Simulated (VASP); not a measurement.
# SiC: single point with PBE+D3(BJ)

**Measured values to compare with.**

From “Insight into the structural, elastic and electronic properties of a new orthorhombic 6O-SiC polytype”, 2020, pmc:7200658, for a bulk crystal of SiC: band gap 2.4 eV (indirect).

Crystal: SiC.

```
Si C
1.0
     0.00000    2.17400    2.17400
     2.17400    0.00000    2.17400
     2.17400    2.17400    0.00000
Si C
1 1
Direct
  0.00000 0.00000 0.00000
  0.75000 0.75000 0.75000
```

```json
{
 "Program": "VASP 6.6.1",
 "Task": "single point",
 "Functional": "PBE",
 "Dispersion": "D3(BJ)",
 "Potentials or basis": "VASP PAW PBE potentials, release 64 (Si, C)",
 "Cutoff": "520 eV",
 "k mesh": "10 × 10 × 10",
 "Occupations": "gaussian, width 0.05 eV",
 "Spin": "no spin polarisation"
}
```

The pressure is 0.1 GPa. The band gap on the k mesh is 1.35 eV, indirect (least direct gap 4.55 eV) and the dispersion energy per atom is -0.303 eV.

Levels at points of the mesh, in eV from the valence-band top:
| k point | band 1 | band 2 | band 3 | band 4 | band 5 | band 6 | band 7 | band 8 | band 9 |
| --- | --- | --- | --- | --- | --- | --- | --- | --- | --- |
| (0.00, 0.00, 0.00) | -15.46 | 0.00 | 0.00 | 0.00 | 6.31 | 7.36 | 7.36 | 7.36 | 14.55 |
| (0.50, 0.00, 0.00) | -11.87 | -8.57 | -1.05 | -1.05 | 5.50 | 7.26 | 7.26 | 10.09 | 16.28 |
| (0.50, 0.50, 0.00) | -10.41 | -7.82 | -3.20 | -3.20 | 1.35 | 4.35 | 14.12 | 14.12 | 14.88 |

It took 18 s on 1 thread of AMD EPYC 7R13, with other jobs on the host, peak memory 0.12 GiB.

Against the measured gap of SiC, 2.4 eV (indirect; quoted in “Insight into the structural, elastic and electronic properties of a new orthorhombic 6O-SiC polytype”, 2020, pmc:7200658), the calculated 1.35 eV is off by -1.05 eV. The value is that of PBE+D3(BJ) on a finite k mesh, which can miss the band edges, without temperature or zero-point motion. Semilocal functionals fall short of measured gaps as a rule.

Caveat: three body term missing.
